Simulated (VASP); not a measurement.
A run of VASP 6.6.1:

File INCAR:

```
SYSTEM = BiB2As
ALGO = Normal ; EDIFF = 1E-6
ENCUT = 520 ; GGA = PE
ISIF = 2 ; ISMEAR = 0
LASPH = .True. ; LCHARG = .False.
LREAL = .False. ; LWAVE = .False.
NBANDS = 21 ; NELM = 60
PREC = Accurate ; SIGMA = 0.01
```

File KPOINTS:

```
k-points
0
Gamma
  8 8 6
  0 0 0
```

File POSCAR:

```
BiB2As
1.0
    3.6143511451      0.0000000000      0.0000000000
    0.0000000000      3.6143511451      0.0000000000
    0.0000000000      0.0000000000      5.1733838256
As B Bi
1 2 1
Direct
    0.0000000000      0.0000000000      0.0000000000
    0.0000000000      0.5000000000      0.7807602850
    0.5000000000      0.0000000000      0.2192397150
    0.5000000000      0.5000000000      0.5000000000
```

Potentials or basis: VASP PAW PBE potentials, release 64 (As, B, Bi_d).

Launch:

```bash
$ cat potpaw_PBE.64/As/POTCAR potpaw_PBE.64/B/POTCAR potpaw_PBE.64/Bi_d/POTCAR > POTCAR
$ mpirun -np 1 vasp_std > vasp.out
```

Hardware: 1 thread of Intel(R) Xeon(R) 6975P-C (Granite Rapids) (shared host).

How long does it take, and how much memory?

Run time: 38 s on 1 thread of Intel(R) Xeon(R) 6975P-C (Granite Rapids) (shared host), peak memory 0.23 GiB. Counts: scf iterations 13, k points 60.
